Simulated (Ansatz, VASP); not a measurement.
# One calculation of Pd, two programs

```xyz
2
Lattice="2.6907 0.0000 0.0000 -1.3454 2.3302 0.0000 0.0000 0.0000 4.5219" Properties=species:S:1:pos:R:3 pbc="T T T"
Pd    0.0000    1.5535    1.1305
Pd    1.3454    0.7767    3.3915
```

Alike in both runs: task single point; functional PBE; k mesh 21 × 21 × 11; occupations fermi-dirac, width 0.05 eV; collinear spin.

```csv
,VASP,Ansatz
version,VASP 6.6.1,Ansatz 0.2.0
potentials or method,"VASP PAW PBE potentials, release 64 (Pd), cutoff 500 eV","plane waves (420 eV) with PAW, scalar-relativistic"
valence electrons in the cell,20,36
```

```csv
,VASP,Ansatz,Ansatz less VASP
pressure (GPa),16.9,17.2,+0.35
"traceless stress, the component that is largest in VASP (GPa)",-0.67,-0.63,+0.038
net moment per atom (μB),0.00,0.00,-0.001
```

VASP's potentials hold 20 valence electrons a cell and Ansatz's 36, so a difference there can come from the potentials and not from the codes. Ansatz's warnings: seeded moment not kept.
